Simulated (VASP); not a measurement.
# Ni (Fd-3m) in VASP: further runs

Ni is run at these levels: LDA; tasks: single point.

Program: VASP 6.6.1. These are calculated values, not measurements. Logs are shortened: lines on timing, memory, paths and dates and some standing lists are left out, and cuts for length are marked.

### 1 The cell of the first run

Symmetry: Fd-3m, No. 227, cubic system. Conventional cell: a = 5.068 Å, b = 5.068 Å, c = 5.068 Å, α = 90.00°, β = 90.00°, γ = 90.00°. Within 2.9 Å of Ni (site symmetry -43m) lie 4 Ni at 2.19 Å.

This isn't the form of Ni at room conditions, which is fcc.

### 2 Single point, LDA, collinear spin, ferromagnetic start (16.27 Å³/atom)

INCAR

```
  ALGO = Normal
  EDIFF = 1E-6
  ENCUT = 520
  ISIF = 2
  ISMEAR = -1
  ISPIN = 2
  LASPH = True
  LCHARG = True
  LELF = True
  LMAXMIX = 4
  LORBIT = 11
  LREAL = False
  LVHAR = True
  LWAVE = False
  MAGMOM = 0.797 0.797
  NBANDS = 21
  NELM = 150
  PREC = Accurate
  SIGMA = 0.05
```

KPOINTS

```
k-points
0
Gamma
  12 12 12
```

POSCAR

```
Ni
1.0
    0.0000000000      2.5340768455      2.5340768455
    2.5340768455      0.0000000000      2.5340768455
    2.5340768455      2.5340768455      0.0000000000
Ni
2
Direct
    0.1250000000      0.1250000000      0.1250000000
    0.8750000000      0.8750000000      0.8750000000
```

Potentials or basis: VASP PAW LDA potentials, release 64 (Ni).

The run is started by

```sh
cat potpaw_LDA.64/Ni/POTCAR > POTCAR
mpirun -np 1 vasp_std > vasp.out
```

OUTCAR:

```text
EDIFF = 1E-6
   ENCUT = 520
   ISIF = 2
   ISMEAR = -1
   ISPIN = 2
   LASPH = True
   LORBIT = 11
   LREAL = False
   NELM = 150
   PREC = Accurate

 ion  position               nearest neighbor table
   1  0.125  0.125  0.125-   2 2.19   2 2.19   2 2.19   2 2.19
   2  0.875  0.875  0.875-   1 2.19   1 2.19   1 2.19   1 2.19

  LATTYP: Found a face centered cubic cell.
 ALAT       =     5.0681536910

  Lattice vectors:

 A1 = (   0.0000000000,   2.5340768455,   2.5340768455)
 A2 = (   2.5340768455,   0.0000000000,   2.5340768455)
 A3 = (   2.5340768455,   2.5340768455,   0.0000000000)

Analysis of symmetry for initial positions (statically):
=====================================================================
 Subroutine PRICEL returns:
 Original cell was already a primitive cell.

 Routine SETGRP: Setting up the symmetry group for a
 face centered cubic supercell.

 Subroutine GETGRP returns: Found 48 space group operations
 (whereof 12 operations were pure point group operations)
 out of a pool of 48 trial point group operations.

The static configuration has the point symmetry D_3d.
 The point group associated with its full space group is O_h .

Analysis of symmetry for dynamics (positions and initial velocities):
=====================================================================
 Subroutine PRICEL returns:
 Original cell was already a primitive cell.

 Routine SETGRP: Setting up the symmetry group for a
 face centered cubic supercell.

 Subroutine GETGRP returns: Found 48 space group operations
 (whereof 12 operations were pure point group operations)
 out of a pool of 48 trial point group operations.

The dynamic configuration has the point symmetry D_3d.
 The point group associated with its full space group is O_h .

Analysis of structural, dynamic, and magnetic symmetry:
=====================================================================
 Subroutine PRICEL returns:
 Original cell was already a primitive cell.

 Routine SETGRP: Setting up the symmetry group for a
 face centered cubic supercell.

 Subroutine GETGRP returns: Found 48 space group operations
 (whereof 12 operations were pure point group operations)
 out of a pool of 48 trial point group operations.

The overall configuration has the point symmetry D_3d.
 The point group associated with its full space group is O_h .

 Subroutine INISYM returns: Found 48 space group operations
 (whereof 12 operations are pure point group operations),
 and found     1 'primitive' translations

----------------------------------------------------------------------------------------

                                     Primitive cell

  volume of cell :      32.5454

  direct lattice vectors                    reciprocal lattice vectors
     0.000000000  2.534076846  2.534076846    -0.197310512  0.197310512  0.197310512
     2.534076846  0.000000000  2.534076846     0.197310512 -0.197310512  0.197310512
     2.534076846  2.534076846  0.000000000     0.197310512  0.197310512 -0.197310512

  length of vectors
     3.583725843  3.583725843  3.583725843     0.341751832  0.341751832  0.341751832

  position of ions in fractional coordinates (direct lattice)
     0.125000000  0.125000000  0.125000000
     0.875000000  0.875000000  0.875000000

  ion indices of the primitive-cell ions
   primitive index   ion index
                 1           1
                 2           2

----------------------------------------------------------------------------------------

 KPOINTS: k-points

Automatic generation of k-mesh.
 Grid dimensions read from file:
 generate k-points for:   12   12   12

 Generating k-lattice:

  Cartesian coordinates                     Fractional coordinates (reciprocal lattice)
    -0.016442543  0.016442543  0.016442543     0.083333333  0.000000000  0.000000000
     0.016442543 -0.016442543  0.016442543     0.000000000  0.083333333  0.000000000
     0.016442543  0.016442543 -0.016442543     0.000000000  0.000000000  0.083333333

  Length of vectors
     0.028479319  0.028479319  0.028479319

  Shift w.r.t. Gamma in fractional coordinates (k-lattice)
     0.000000000  0.000000000  0.000000000

 Subroutine IBZKPT returns following result:
 ===========================================

 Found     72 irreducible k-points:

 Following reciprocal coordinates:
            Coordinates               Weight
  0.000000  0.000000  0.000000      1.000000
  0.083333  0.000000  0.000000      8.000000
  0.166667  0.000000  0.000000      8.000000
  0.250000  0.000000  0.000000      8.000000
  0.333333  0.000000  0.000000      8.000000
  0.416667  0.000000  0.000000      8.000000
[... 16 lines left out ...]
  0.500000  0.166667  0.000000     24.000000
 -0.416667  0.166667  0.000000     24.000000
 [... further k-points ...]
   k-points           NKPTS =     72   k-points in BZ     NKDIM =     72   number of bands    NBANDS=     21
   number of dos      NEDOS =    301   number of ions     NIONS =      2
   total plane-waves  NPLWV =  21952
   dimension x,y,z NGX =    28 NGY =   28 NGZ =   28
   dimension x,y,z NGXF=    56 NGYF=   56 NGZF=   56
   ions per type =               2
   NGX,Y,Z   is equivalent  to a cutoff of  12.99, 12.99, 12.99 a.u.
   NGXF,Y,Z  is equivalent  to a cutoff of  25.98, 25.98, 25.98 a.u.
 SYSTEM =  unknown system
   PREC   = accura    normal or accurate (medium, high low for compatibility)
   ISTART =      0    job   : 0-new  1-cont  2-samecut
   ICHARG =      2    charge: 1-file 2-atom 10-const
   ISPIN  =      2    spin polarized calculation?
   LNONCOLLINEAR =      F non collinear calculations
   LSORBIT =      F    spin-orbit coupling
   LASPH  =      T    aspherical Exc in radial PAW
   ENCUT  =  520.0 eV  38.22 Ry    6.18 a.u.   6.66  6.66  6.66*2*pi/ulx,y,z
   NELM   =    150;   NELMIN=  2; NELMDL= -5     # of ELM steps
   EDIFF  = 0.1E-05   stopping-criterion for ELM
   LREAL  =      F    real-space projection
   EDIFFG = 0.1E-04   stopping-criterion for IOM
   NSW    =      0    number of steps for IOM
   IBRION =     -1    ionic relax: 0-MD 1-quasi-New 2-CG
   NFREE  =      0    steps in history (QN), initial steepest desc. (CG)
   ISIF   =      2    stress and relaxation
   ISYM   =      2    0-nonsym 1-usesym 2-fastsym
   POTIM  = 0.5000    time-step for ionic-motion
   TEBEG  =    0.0;   TEEND  =   0.0 temperature during run
   PSTRESS=    0.0 pullay stress
   NELECT =      20.0000    total number of electrons
   NUPDOWN=      -1.0000    fix difference up-down
   EMIN   =  10.00;   EMAX   =-10.00  energy-range for DOS
   EFERMI =   0.00;   METHOD = LEGACY
   ISMEAR =    -1;   SIGMA  =   0.05  broadening in eV -4-tet -1-fermi 0-gaus
   EFERMI_NEDOS =   21; number of points for ismear=-14 and -15
   IALGO  =     38    algorithm
   IMIX   =      4    mixing-type and parameters
     AMIX     =   0.40;   BMIX     =  1.00
     AMIX_MAG =   1.60;   BMIX_MAG =  1.00
  volume/ion in A,a.u.               =      16.27       109.81
  Fermi-wavevector in a.u.,A,eV,Ry     =   1.391837  2.630191 26.357346  1.937210
  Thomas-Fermi vector in A             =   2.515638
   LORBIT       =     11    0 simple, 1 ext, 2 COOP (PROOUT), +10 PAW based schemes
   GGA     = CA    functional components
   LHFCALC =     F    Hartree Fock is set to
   AEXX    =    0.0000 exact exchange contribution
   IVDW    =     0    specifies the selected vdW correction
   LEPSILON=     F    determine dielectric tensor
   LRPA    =     F    only Hartree local field effects (RPA)
 spin polarized calculation
  energy-cutoff  :      520.00
  volume of cell :       32.55
 maximum number of plane-waves:       899
   NGX = 13   NGY = 13   NGZ = 13

 number of electron      19.9999978 magnetization       1.5054644

 Free energy of the ion-electron system (eV)
  ---------------------------------------------------
  ext. energy  EPLUGINS =         0.00000000
  ---------------------------------------------------
  free energy    TOTEN  =       -10.36053480 eV

  energy without entropy =      -10.33052566  energy(sigma->0) =      -10.34553023

 E-fermi :   4.4857     XC(G=0): -11.0965

 val. band max:        4.4755393386   @ k =  -0.4167   0.3333   0.1667
 cond. band min:       4.4870509879   @ k =  -0.3333   0.3333   0.0000
 fundamental gap:      0.0115116493
 Fermi energy:         4.4857284921

 spin component 1

 k-point     1 :       0.0000    0.0000    0.0000
  band No.  band energies     occupation
      1      -2.1266      1.00000
      2       1.3466      1.00000
      3       1.3466      1.00000
      4       1.3793      1.00000
      5       1.3793      1.00000
      6       1.3793      1.00000
[... 13 lines left out ...]
     20      21.6620      0.00000
     21      21.6620      0.00000

 k-point     2 :       0.0833    0.0000    0.0000
  band No.  band energies     occupation
      1      -2.0014      1.00000
      2       1.2533      1.00000
      3       1.2533      1.00000
      4       1.3842      1.00000
      5       1.4972      1.00000
      6       1.4972      1.00000
[... 13 lines left out ...]
     20      21.0650      0.00000
     21      21.0650      0.00000

 k-point     3 :       0.1667    0.0000    0.0000
  band No.  band energies     occupation
      1      -1.6334      1.00000
      2       1.1895      1.00000
      3       1.1895      1.00000
      4       1.4029      1.00000
      5       1.6182      1.00000
      6       1.6182      1.00000
[... 13 lines left out ...]
     20      20.4787      0.00000
     21      21.5957      0.00000
[... 457 lines left out ...]
 k-point    23 :       0.5000    0.1667    0.0000
  band No.  band energies     occupation
      1       0.8006      1.00000
      2       0.9838      1.00000
      3       1.3403      1.00000
      4       1.3933      1.00000
      5       1.7381      1.00000
      6       1.7915      1.00000
[... 13 lines left out ...]
     20      25.9089      0.00000
     21      26.7642      0.00000

 k-point    24 :      -0.4167    0.1667    0.0000
  band No.  band energies     occupation
      1       0.8287      1.00000
      2       1.1159      1.00000
      3       1.2377      1.00000
      4       1.4003      1.00000
      5       1.6835      1.00000
      6       1.8312      1.00000
[... 13 lines left out ...]
     20      24.0090      0.00000
     21      24.9776      0.00000

 [... further k-points ...]

 spin component 2

 k-point     1 :       0.0000    0.0000    0.0000
  band No.  band energies     occupation
      1      -2.0722      1.00000
      2       1.9994      1.00000
      3       1.9994      1.00000
      4       2.0367      1.00000
      5       2.0367      1.00000
      6       2.0367      1.00000
[... 13 lines left out ...]
     20      21.6810      0.00000
     21      21.6810      0.00000

 k-point     2 :       0.0833    0.0000    0.0000
  band No.  band energies     occupation
      1      -1.9465      1.00000
      2       1.9032      1.00000
      3       1.9032      1.00000
      4       2.0414      1.00000
      5       2.1593      1.00000
      6       2.1593      1.00000
[... 13 lines left out ...]
     20      21.1145      0.00000
     21      21.1145      0.00000

 k-point     3 :       0.1667    0.0000    0.0000
  band No.  band energies     occupation
      1      -1.5759      1.00000
      2       1.8371      1.00000
      3       1.8371      1.00000
      4       2.0600      1.00000
      5       2.2868      1.00000
      6       2.2868      1.00000
[... 13 lines left out ...]
     20      20.5523      0.00000
     21      21.6918      0.00000
[... 457 lines left out ...]
 k-point    23 :       0.5000    0.1667    0.0000
  band No.  band energies     occupation
      1       1.0590      1.00000
      2       1.5935      1.00000
      3       2.0145      1.00000
      4       2.0168      1.00000
      5       2.3954      1.00000
      6       2.4254      1.00000
[... 13 lines left out ...]
     20      25.9879      0.00000
     21      26.8575      0.00000

 k-point    24 :      -0.4167    0.1667    0.0000
  band No.  band energies     occupation
      1       1.1516      1.00000
      2       1.6872      1.00000
      3       1.9018      1.00000
      4       2.0223      1.00000
      5       2.3202      1.00000
      6       2.4959      1.00000
[... 13 lines left out ...]
     20      24.1159      0.00000
     21      25.0692      0.00000

 [... further k-points ...]
[... 5 lines left out ...]
  --------------------------------------------------------------------------------------
  -------------------------------------------------------------------------------------
  Total       -1.5743211     -1.5743211     -1.5743211      0.0000000      0.0000000      0.0000000
  in kB      -77.5022956    -77.5022956    -77.5022956      0.0000000      0.0000000      0.0000000
  external PRESSURE =     -77.5022956 kB  Pullay stress =       0.0000000 kB

 VOLUME and BASIS-vectors are now :
 -----------------------------------------------------------------------------
  energy-cutoff  :      520.00
  volume of cell :       32.55
      direct lattice vectors                 reciprocal lattice vectors
     0.000000000  2.534076846  2.534076846    -0.197310512  0.197310512  0.197310512
     2.534076846  0.000000000  2.534076846     0.197310512 -0.197310512  0.197310512
     2.534076846  2.534076846  0.000000000     0.197310512  0.197310512 -0.197310512

 POSITION                                       TOTAL-FORCE (eV/Angst)
 -----------------------------------------------------------------------------------
      0.63352      0.63352      0.63352         0.000000      0.000000     -0.000000
      4.43463      4.43463      4.43463        -0.000000     -0.000000      0.000000
 -----------------------------------------------------------------------------------
    total drift:                                0.000000      0.000000     -0.000000

  FREE ENERGIE OF THE ION-ELECTRON SYSTEM (eV)
  ---------------------------------------------------
  free  energy   TOTEN  =       -10.3605347963 eV

  energy  without entropy=      -10.3305256620  energy(sigma->0) =      -10.34553023

 total charge

# of ion       s       p       d       tot
------------------------------------------
    1        0.548   0.353   8.347   9.248
    2        0.548   0.353   8.347   9.248
--------------------------------------------------
tot          1.097   0.705  16.694  18.496

 magnetization (x)

# of ion       s       p       d       tot
------------------------------------------
    1       -0.012  -0.012   0.777   0.754
    2       -0.012  -0.012   0.777   0.754
--------------------------------------------------
tot         -0.023  -0.024   1.555   1.507
```

Run time: 94 s. Hardware: 1 thread of Intel Xeon 8259CL, shared host; peak memory 0.19 GiB.

What came out:

```
Free energy                                           : -10.3605 eV
Pressure                                              : -7.8 GPa
Net moment                                            : 1.51 μB per cell
Site moments                                          : Ni +0.75 μB
Valence electrons inside the program's atomic spheres : Ni 9.25
```

Caveat: the cell stands under tension.

### 3 Single point, LDA, collinear spin, ferromagnetic start (16.88 Å³/atom)

This run uses another cell than the first one, of 16.88 Å³/atom.

INCAR

```
SYSTEM = Ni
PREC = Accurate
ENCUT = 520
EDIFF = 1E-6
ISMEAR = -1
SIGMA = 0.05
LREAL = .False.
LASPH = .True.
NELM = 150
ALGO = Normal
ISIF = 2
LWAVE = .False.
LCHARG = .True.
ISPIN = 2
MAGMOM = 0.797 0.797
LORBIT = 11
LMAXMIX = 4
LELF = .True.
LVHAR = .True.
NBANDS = 21
```

KPOINTS

```
regular mesh
0
Gamma
  12 12 12
  0 0 0
```

POSCAR

```
Ni
1.0
    0.0000000000      2.5649832676      2.5649832676
    2.5649832676      0.0000000000      2.5649832676
    2.5649832676      2.5649832676      0.0000000000
Ni
2
Direct
    0.1250000000      0.1250000000      0.1250000000
    0.8750000000      0.8750000000      0.8750000000
```

Potentials or basis: VASP PAW LDA potentials, release 64 (Ni).

The run is started by

```sh
cat potpaw_LDA.64/Ni/POTCAR > POTCAR
mpirun -np 1 vasp_std > vasp.out
```

Run time: 98 s. Hardware: 1 thread of Intel Xeon 8259CL, shared host; peak memory 0.2 GiB.

It converged, with:

```
Free energy                                           : -10.2920 eV
Pressure                                              : -10.4 GPa
Net moment                                            : 1.51 μB per cell
Site moments                                          : Ni +0.76 μB
Valence electrons inside the program's atomic spheres : Ni 9.20
```

Levels at points of the mesh, in eV from the Fermi level:
Spin up:
```csv
k point,band 9,band 10,band 11,band 12,band 13,band 14
"(0.00, 0.00, 0.00)",-1.60,-0.67,-0.67,11.44,11.44,11.44
"(0.50, 0.00, 0.00)",-1.27,-0.82,-0.82,0.37,8.32,8.32
"(0.50, 0.50, 0.00)",-0.70,-0.70,0.96,0.96,4.39,4.39
```
Spin down:
| k point | band 6 | band 7 | band 8 | band 9 | band 10 | band 11 | band 12 | band 13 |
| --- | --- | --- | --- | --- | --- | --- | --- | --- |
| (0.00, 0.00, 0.00) | -2.34 | -0.89 | -0.89 | -0.89 | 0.13 | 0.13 | 11.64 | 11.64 |
| (0.50, 0.00, 0.00) | -2.25 | -1.31 | -0.53 | -0.53 | -0.03 | -0.03 | 0.99 | 8.47 |
| (0.50, 0.50, 0.00) | -1.94 | -1.06 | -1.06 | 0.10 | 0.10 | 1.42 | 1.42 | 4.45 |

Caveat: the cell stands under tension.
